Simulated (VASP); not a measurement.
Crystal: Sr.

```
Sr
1.0
     0.00000    3.04235    3.04235
     3.04235    0.00000    3.04235
     3.04235    3.04235    0.00000
Sr
1
Cartesian
  0.0000 0.0000 0.0000
```

```yaml
Program: VASP 6.6.1
Task: relaxation of cell and atoms
Functional: PBEsol
Potentials_or_basis: VASP PAW PBE potentials, release 64 (Sr_sv)
Cutoff: 600 eV
k_mesh: 6 × 6 × 6
Occupations: methfessel-paxton, width 0.05 eV
Spin: no spin polarisation
```

At the start: pressure -0.9 GPa; volume 56.32 Å³/atom.

**Question.** Where does the relaxation end?

**Answer.** Over 3 steps the energy falls by 11.3 meV/atom and the volume is 52.23 Å³/atom (-7.3 %); space group Fm-3m (No. 225, to 0.05 Å).

The path:
| step | energy change (eV) | largest force (eV/Å) | pressure (GPa) | volume (Å³) |
| --- | --- | --- | --- | --- |
| 1 | 0.0000 | 0.0000 | -0.86 | 56.32 |
| 2 | -0.0094 | 0.0000 | -0.38 | 53.90 |
| 3 | -0.0113 | 0.0000 | 0.01 | 52.23 |

Final structure:
```
CELL_PARAMETERS angstrom
0.00000 2.96685 2.96685
2.96685 0.00000 2.96685
2.96685 2.96685 0.00000
ATOMIC_POSITIONS crystal
Sr 0.00000 0.00000 0.00000
```

Caveat: the PAW data sets were made with another functional, which shifts forces and pressure a little.
